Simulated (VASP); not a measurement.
# InAs2 (Fm-3m) in VASP: further runs

Runs on InAs2. Level: PBE. Tasks: single point, relaxation of cell and atoms.

Everything below comes from runs of VASP 6.6.1. Logs are shortened: lines on timing, memory, paths and dates and some standing lists are left out, and cuts for length are marked.

## 1. The cell of the first run

Symmetry: Fm-3m, No. 225, cubic system. The conventional cell has a = 6.697 Å, b = 6.697 Å, c = 6.697 Å, α = 90.00°, β = 90.00°, γ = 90.00°. In (site symmetry m-3m) has 8 As at 2.90 Å within 3.8 Å. As (site symmetry -43m) has 4 In at 2.90 Å and 6 As at 3.35 Å within 3.8 Å.

## 2. Single point, PBE

INCAR

```
PREC = Accurate ; ENCUT = 520
EDIFF = 1E-6 ; ISMEAR = 0
SIGMA = 0.1 ; LREAL = False
LASPH = True ; NELM = 80
ALGO = Normal ; ISIF = 2
LWAVE = False ; LCHARG = False
GGA = PE ; NBANDS = 18
```

KPOINTS

```
regular mesh
0
Gamma
  12 12 12
```

POSCAR

```
InAs2
1.0
    0.0000000000      3.3485464977      3.3485464977
    3.3485464977      0.0000000000      3.3485464977
    3.3485464977      3.3485464977      0.0000000000
In As
1 2
Direct
    0.0000000000      0.0000000000      0.0000000000
    0.2500000000      0.2500000000      0.2500000000
    0.7500000000      0.7500000000      0.7500000000
```

Potentials or basis: VASP PAW PBE potentials, release 64 (In_d, As).

On the command line:

```
$ cat potpaw_PBE.64/In_d/POTCAR potpaw_PBE.64/As/POTCAR > POTCAR
$ mpirun -np 1 vasp_std > vasp.out
```

OUTCAR:

```text
PREC = Accurate
   ENCUT = 520
   EDIFF = 1E-6
   ISMEAR = 0
   LREAL = False
   LASPH = True
   NELM = 80
   ISIF = 2
   GGA = PE

 ion  position               nearest neighbor table
   1  0.000  0.000  0.000-   3 2.90   3 2.90   3 2.90   2 2.90   3 2.90   2 2.90   2 2.90   2 2.90

   2  0.250  0.250  0.250-   1 2.90   1 2.90   1 2.90   1 2.90
   3  0.750  0.750  0.750-   1 2.90   1 2.90   1 2.90   1 2.90

  LATTYP: Found a face centered cubic cell.
 ALAT       =     6.6970929954

  Lattice vectors:

 A1 = (   0.0000000000,   3.3485464977,   3.3485464977)
 A2 = (   3.3485464977,   0.0000000000,   3.3485464977)
 A3 = (   3.3485464977,   3.3485464977,   0.0000000000)

Analysis of symmetry for initial positions (statically):
=====================================================================
 Subroutine PRICEL returns:
 Original cell was already a primitive cell.

 Routine SETGRP: Setting up the symmetry group for a
 face centered cubic supercell.

 Subroutine GETGRP returns: Found 48 space group operations
 (whereof 48 operations were pure point group operations)
 out of a pool of 48 trial point group operations.

The static configuration has the point symmetry O_h .

Analysis of symmetry for dynamics (positions and initial velocities):
=====================================================================
 Subroutine PRICEL returns:
 Original cell was already a primitive cell.

 Routine SETGRP: Setting up the symmetry group for a
 face centered cubic supercell.

 Subroutine GETGRP returns: Found 48 space group operations
 (whereof 48 operations were pure point group operations)
 out of a pool of 48 trial point group operations.

The dynamic configuration has the point symmetry O_h .

 Subroutine INISYM returns: Found 48 space group operations
 (whereof 48 operations are pure point group operations),
 and found     1 'primitive' translations

----------------------------------------------------------------------------------------

                                     Primitive cell

  volume of cell :      75.0929

  direct lattice vectors                    reciprocal lattice vectors
     0.000000000  3.348546498  3.348546498    -0.149318518  0.149318518  0.149318518
     3.348546498  0.000000000  3.348546498     0.149318518 -0.149318518  0.149318518
     3.348546498  3.348546498  0.000000000     0.149318518  0.149318518 -0.149318518

  length of vectors
[... 83 lines left out ...]
   NELM   =     80;   NELMIN=  2; NELMDL= -5     # of ELM steps
   EDIFF  = 0.1E-05   stopping-criterion for ELM
   LREAL  =      F    real-space projection
   EDIFFG = 0.1E-04   stopping-criterion for IOM
   NSW    =      0    number of steps for IOM
   IBRION =     -1    ionic relax: 0-MD 1-quasi-New 2-CG
   NFREE  =      0    steps in history (QN), initial steepest desc. (CG)
   ISIF   =      2    stress and relaxation
   ISYM   =      2    0-nonsym 1-usesym 2-fastsym
   POTIM  = 0.5000    time-step for ionic-motion
   TEBEG  =    0.0;   TEEND  =   0.0 temperature during run
   PSTRESS=    0.0 pullay stress
   NELECT =      23.0000    total number of electrons
   NUPDOWN=      -1.0000    fix difference up-down
   EMIN   =  10.00;   EMAX   =-10.00  energy-range for DOS
   EFERMI =   0.00;   METHOD = LEGACY
   ISMEAR =     0;   SIGMA  =   0.10  broadening in eV -4-tet -1-fermi 0-gaus
   EFERMI_NEDOS =   21; number of points for ismear=-14 and -15
   IALGO  =     38    algorithm
   IMIX   =      4    mixing-type and parameters
     AMIX     =   0.40;   BMIX     =  1.00
     AMIX_MAG =   1.60;   BMIX_MAG =  1.00
  volume/ion in A,a.u.               =      25.03       168.92
  Fermi-wavevector in a.u.,A,eV,Ry     =   1.103531  2.085371 16.568905  1.217780
  Thomas-Fermi vector in A             =   2.239990
   LORBIT       =      0    0 simple, 1 ext, 2 COOP (PROOUT), +10 PAW based schemes
   GGA     = PE    functional components
   LHFCALC =     F    Hartree Fock is set to
   AEXX    =    0.0000 exact exchange contribution
   IVDW    =     0    specifies the selected vdW correction
   LEPSILON=     F    determine dielectric tensor
   LRPA    =     F    only Hartree local field effects (RPA)
 non-spin polarized calculation
 Gauss-broadening in eV      SIGMA  =   0.10
  energy-cutoff  :      520.00
  volume of cell :       75.09
 maximum number of plane-waves:      2085
   NGX = 17   NGY = 17   NGZ = 17

 number of electron      23.0000007 magnetization

 Free energy of the ion-electron system (eV)
  ---------------------------------------------------
  ext. energy  EPLUGINS =         0.00000000
  ---------------------------------------------------
  free energy    TOTEN  =       -10.91040076 eV

  energy without entropy =      -10.89863780  energy(sigma->0) =      -10.90451928

 E-fermi :   5.2300     XC(G=0):  -9.6140

 val. band max:        5.2232224996   @ k =   0.4167   0.2500   0.0000
 cond. band min:       5.2412033983   @ k =   0.4167   0.1667   0.0000
 fundamental gap:      0.0179808987
 Fermi energy:         5.2299774100

 k-point     1 :       0.0000    0.0000    0.0000
  band No.  band energies     occupation
      1      -9.5555      2.00000
      2      -9.5555      2.00000
      3      -9.5555      2.00000
      4      -9.4662      2.00000
      5      -9.4662      2.00000
      6      -7.6463      2.00000
[... 481 lines left out ...]
      5      -9.4642      2.00000
      6      -5.7663      2.00000
[... 10 lines left out ...]
     17      11.7275      0.00000
     18      12.6017      0.00000

 [... further k-points ...]

------------------------ aborting loop because EDIFF is reached ----------------------------------------

  FORCE on cell =-STRESS in cart. coord.  units (eV):
  Direction    XX          YY          ZZ          XY          YZ          ZX
  --------------------------------------------------------------------------------------
  -------------------------------------------------------------------------------------
  Total        0.0174304      0.0174304      0.0174304      0.0000000      0.0000000     -0.0000000
  in kB        0.3718938      0.3718938      0.3718938      0.0000000      0.0000000     -0.0000000
  external PRESSURE =       0.3718938 kB  Pullay stress =       0.0000000 kB

 VOLUME and BASIS-vectors are now :
 -----------------------------------------------------------------------------
  energy-cutoff  :      520.00
  volume of cell :       75.09
      direct lattice vectors                 reciprocal lattice vectors
     0.000000000  3.348546498  3.348546498    -0.149318518  0.149318518  0.149318518
     3.348546498  0.000000000  3.348546498     0.149318518 -0.149318518  0.149318518
     3.348546498  3.348546498  0.000000000     0.149318518  0.149318518 -0.149318518

 POSITION                                       TOTAL-FORCE (eV/Angst)
 -----------------------------------------------------------------------------------
      0.00000      0.00000      0.00000        -0.000000     -0.000000      0.000000
      1.67427      1.67427      1.67427        -0.000000      0.000000      0.000000
      5.02282      5.02282      5.02282         0.000000      0.000000     -0.000000
 -----------------------------------------------------------------------------------
    total drift:                               -0.000000      0.000000      0.000000

  FREE ENERGIE OF THE ION-ELECTRON SYSTEM (eV)
  ---------------------------------------------------
  free  energy   TOTEN  =       -10.9104007643 eV

  energy  without entropy=      -10.8986378035  energy(sigma->0) =      -10.90451928
```

stdout:

```text
POSCAR found type information on POSCAR InAs
 POSCAR found :  2 types and       3 ions
 scaLAPACK will be used
 LDA part: xc-table for (Slater+PW92), standard interpolation
 POSCAR, INCAR and KPOINTS ok, starting setup
 FFT: planning ... GRIDC
 FFT: planning ... GRID_SOFT
 FFT: planning ... GRID
 WAVECAR not read
 entering main loop
```

It took 38 s on 1 thread of Intel Xeon 6975P-C (Granite Rapids), shared host; peak memory 0.26 GiB.

What came out:

```
Free energy            : -10.9104 eV
Pressure               : 0.0 GPa
Band gap on the k mesh : zero (an odd number of electrons rules out a gap without spin polarisation)
```

Caveat: spin-orbit coupling is left out, which moves the levels of the heavy elements; an odd number of electrons without spin polarisation forces a metal; a magnetic or distorted state may lie lower.

## 3. Relaxation of cell and atoms, PBE

This run uses another cell than the first one, of 24.95 Å³/atom.

INCAR

```
PREC = Accurate
ENCUT = 600
EDIFF = 1E-6
ISMEAR = 0
SIGMA = 0.1
LREAL = False
LASPH = True
NELM = 80
ALGO = Normal
ISIF = 3
LWAVE = False
LCHARG = False
GGA = PE
IBRION = 2
NSW = 100
EDIFFG = -0.01
```

KPOINTS

```
Automatic mesh
0
Gamma
  12 12 12
```

POSCAR

```
InAs2
1.0
    0.0000000000      3.3449415690      3.3449415690
    3.3449415690      0.0000000000      3.3449415690
    3.3449415690      3.3449415690      0.0000000000
In As
1 2
Direct
    0.0000000000      0.0000000000      0.0000000000
    0.2500000000      0.2500000000      0.2500000000
    0.7500000000      0.7500000000      0.7500000000
```

Potentials or basis: VASP PAW PBE potentials, release 64 (In_d, As).

On the command line:

```
$ cat potpaw_PBE.64/In_d/POTCAR potpaw_PBE.64/As/POTCAR > POTCAR
$ mpirun -np 1 vasp_std > vasp.out
```

OUTCAR:

```text
PREC = Accurate
   ENCUT = 600
   EDIFF = 1E-6
   ISMEAR = 0
   LREAL = False
   LASPH = True
   NELM = 80
   ISIF = 3
   GGA = PE
   IBRION = 2
   NSW = 100
   EDIFFG = -0.01

 ion  position               nearest neighbor table
   1  0.000  0.000  0.000-   2 2.90   3 2.90   3 2.90   3 2.90   3 2.90   2 2.90   2 2.90   2 2.90

   2  0.250  0.250  0.250-   1 2.90   1 2.90   1 2.90   1 2.90
   3  0.750  0.750  0.750-   1 2.90   1 2.90   1 2.90   1 2.90

  LATTYP: Found a face centered cubic cell.
 ALAT       =     6.6898831380

  Lattice vectors:

 A1 = (   0.0000000000,   3.3449415690,   3.3449415690)
 A2 = (   3.3449415690,   0.0000000000,   3.3449415690)
 A3 = (   3.3449415690,   3.3449415690,   0.0000000000)

Analysis of symmetry for initial positions (statically):
=====================================================================
 Subroutine PRICEL returns:
 Original cell was already a primitive cell.

 Routine SETGRP: Setting up the symmetry group for a
 face centered cubic supercell.

 Subroutine GETGRP returns: Found 48 space group operations
 (whereof 48 operations were pure point group operations)
 out of a pool of 48 trial point group operations.

The static configuration has the point symmetry O_h .
[... 238 lines left out ...]

 number of electron      23.0000003 magnetization

 Free energy of the ion-electron system (eV)
  ---------------------------------------------------
  ext. energy  EPLUGINS =         0.00000000
  ---------------------------------------------------
  free energy    TOTEN  =       -10.91045826 eV

  energy without entropy =      -10.89868810  energy(sigma->0) =      -10.90457318

 E-fermi :   5.2205     XC(G=0):  -9.6098

 val. band max:        5.2129511884   @ k =   0.4167   0.2500   0.0000
 cond. band min:       5.2321152120   @ k =   0.4167   0.1667   0.0000
 fundamental gap:      0.0191640236
 Fermi energy:         5.2205357812

 k-point     1 :       0.0000    0.0000    0.0000
  band No.  band energies     occupation
      1      -9.5611      2.00000
      2      -9.5611      2.00000
      3      -9.5611      2.00000
      4      -9.4720      2.00000
      5      -9.4720      2.00000
      6      -7.6495      2.00000
      7      -3.6021      2.00000
      8       3.1015      2.00000
      9       3.1015      2.00000
     10       3.1015      2.00000
     11       4.3663      2.00000
     12       4.8477      2.00000
     13       4.8477      2.00000
     14       4.8477      2.00000
[... 401 lines left out ...]
      2      -9.5601      2.00000
      3      -9.5363      2.00000
      4      -9.4733      2.00000
      5      -9.4700      2.00000
      6      -5.7721      2.00000
      7      -5.4658      2.00000
      8      -0.4028      2.00000
      9       2.1112      2.00000
     10       2.1523      2.00000
     11       3.5986      2.00000
     12       4.6164      2.00000
     13       5.6142      0.00000
     14       7.7144      0.00000
     15      10.2587      0.00000

 [... further k-points ...]

------------------------ aborting loop because EDIFF is reached ----------------------------------------

  FORCE on cell =-STRESS in cart. coord.  units (eV):
  Direction    XX          YY          ZZ          XY          YZ          ZX
  --------------------------------------------------------------------------------------
  -------------------------------------------------------------------------------------
  Total       -0.0011552     -0.0011552     -0.0011552      0.0000000      0.0000000      0.0000000
  in kB       -0.0246248     -0.0246248     -0.0246248      0.0000000      0.0000000      0.0000000
  external PRESSURE =      -0.0246248 kB  Pullay stress =       0.0000000 kB
[... 18 lines left out ...]
  FREE ENERGIE OF THE ION-ELECTRON SYSTEM (eV)
  ---------------------------------------------------
  free  energy   TOTEN  =       -10.9104582573 eV

  energy  without entropy=      -10.8986881030  energy(sigma->0) =      -10.90457318

 reached required accuracy - stopping structural energy minimisation
```

CONTCAR:

```text
InAs2
   1.00000000000000
     0.0000000000000000    3.3495462134989076    3.3495462134989076
     3.3495462134989076   -0.0000000000000000    3.3495462134989076
     3.3495462134989076    3.3495462134989076    0.0000000000000000
  In              As
     1     2
Direct
     0.0000000000000000    0.0000000000000000    0.0000000000000000
     0.2500000000000000    0.2500000000000000    0.2500000000000000
     0.7500000000000000    0.7500000000000000    0.7500000000000000

  0.00000000E+00  0.00000000E+00  0.00000000E+00
  0.00000000E+00  0.00000000E+00  0.00000000E+00
  0.00000000E+00  0.00000000E+00  0.00000000E+00
```

It took 2 min on 1 thread of Intel Xeon 6975P-C (Granite Rapids), shared host; peak memory 0.32 GiB.

Results:

```
Free energy                           : -10.9105 eV
Relaxed volume                        : 25.05 Å³/atom
Relaxed cell                          : a = 4.737 Å, b = 4.737 Å, c = 4.737 Å, α = 60.00°, β = 60.00°, γ = 60.00°
Space group after relaxing (to 0.1 Å) : Fm-3m (No. 225)
Energy gained by relaxing             : 0.1 meV/atom
Ionic steps                           : 3
Pressure after relaxing               : 0.0 GPa
Band gap on the k mesh                : zero (an odd number of electrons rules out a gap without spin polarisation)
```

The path:
```tsv
step	energy change (eV)	largest force (eV/Å)	pressure (GPa)	volume (Å³)
1	0.0000	0.0000	0.25	74.85
2	-0.0002	0.0000	-0.08	75.28
3	-0.0002	0.0000	0.00	75.16
```

Final structure:
```xyz
3
Lattice="0.0000 3.3495 3.3495 3.3495 0.0000 3.3495 3.3495 3.3495 0.0000" Properties=species:S:1:pos:R:3 pbc="T T T"
In    0.0000    0.0000    0.0000
As    1.6748    1.6748    1.6748
As    5.0243    5.0243    5.0243
```

Caveat: spin-orbit coupling is left out, which moves the levels of the heavy elements; an odd number of electrons without spin polarisation forces a metal; a magnetic or distorted state may lie lower.
